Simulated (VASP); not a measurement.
Runs of VASP 6.6.1 on Al2Cu. The structure is that of space group Fm-3m (No. 225), or close to it. The cells are those of the table. 

| cell | further INCAR settings | gap on the mesh (eV) | pressure (GPa) |
| --- | --- | --- | --- |
| a = 3.963 Å, angles 120.8, 120.8, 88.6°, 3 atoms | ALGO = Fast; EDIFF = 1e-07; NBANDS = 16 | none | (a) |
| a = 4.031 Å, angles 121.9, 121.9, 86.8°, 3 atoms | ALGO = Fast; EDIFF = 1e-06; NBANDS = 16 | none | 2.2 |
| a = 3.997 Å, angles 121.3, 121.3, 87.7°, 3 atoms | ALGO = Fast; EDIFF = 1e-06; NBANDS = 16 | none | 4.2 |
| a = 3.896 Å, angles 119.7, 119.7, 90.6°, 3 atoms | ALGO = Fast; EDIFF = 1e-06; NBANDS = 16 | none | 11.3 |
| a = 3.951 Å, angles 122.1, 122.1, 86.3°, 3 atoms | ALGO = Fast; EDIFF = 1e-06; NBANDS = 16 | none | 11.3 |

Alike in all rows: task single point; level LDA; potentials or basis VASP PAW LDA potentials, release 64 (Al, Cu); no spin polarisation; k mesh 14 × 14 × 14; cutoff (eV) 520; smearing gaussian 0.15 eV.

Fill in the values left out.

(a) 6.1.

Caveats: the cell stands under pressure (at least some runs).

A gap of «none» marks levels without a gap at the run's occupations.
